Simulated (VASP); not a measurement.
Sc2GeSe, 4 atoms in the cell. Symmetry: P4mm, No. 99, tetragonal system. The conventional cell has a = 4.969 Å, b = 4.969 Å, c = 3.388 Å, α = 90.00°, β = 90.00°, γ = 90.00°. Sc (site symmetry 2mm) has 4 Se at 2.67 to 3.47 Å and 4 Ge at 2.87 to 3.15 Å and 6 Sc at 3.39 to 3.51 Å within 3.6 Å. Within 3.8 Å of Ge (site symmetry 4mm) lie 8 Sc at 2.87 to 3.15 Å and 2 Ge at 3.39 Å and 4 Se at 3.64 Å. Se (site symmetry 4mm) has 8 Sc at 2.67 to 3.47 Å and 2 Se at 3.39 Å within 3.5 Å. The cell was generated, and may not be a known phase.

```yaml
Program: VASP 6.6.1
Task: relaxation of cell and atoms
Functional: PBE
Potentials_or_basis: VASP PAW PBE potentials, release 64 (Sc_sv, Ge_d, Se)
Cutoff: 600 eV
k_mesh: 4 × 4 × 6
Occupations: gaussian, width 0.1 eV
Spin: no spin polarisation
Dipole_correction: no
Further_INCAR_settings: ALGO = Normal; EDIFF = 1e-07; IBRION = 2; EDIFFG = -0.04; NSW = 90; ISIF = 3
```

Potentials or basis: VASP PAW PBE potentials, release 64 (Sc_sv, Ge_d, Se).

Run with:

```bash
$ cat potpaw_PBE.64/Sc_sv/POTCAR potpaw_PBE.64/Ge_d/POTCAR potpaw_PBE.64/Se/POTCAR > POTCAR
$ mpirun -np 1 vasp_std > vasp.out
```

Hardware: 1 thread of Oxide Virtual Turin-like Processor, with other jobs on the host.

Estimate the wall time of this run.

It took 2.3 min on 1 thread of Oxide Virtual Turin-like Processor (shared host), peak memory 0.22 GiB. Counts: scf iterations 41, k points 24, ion steps 4.
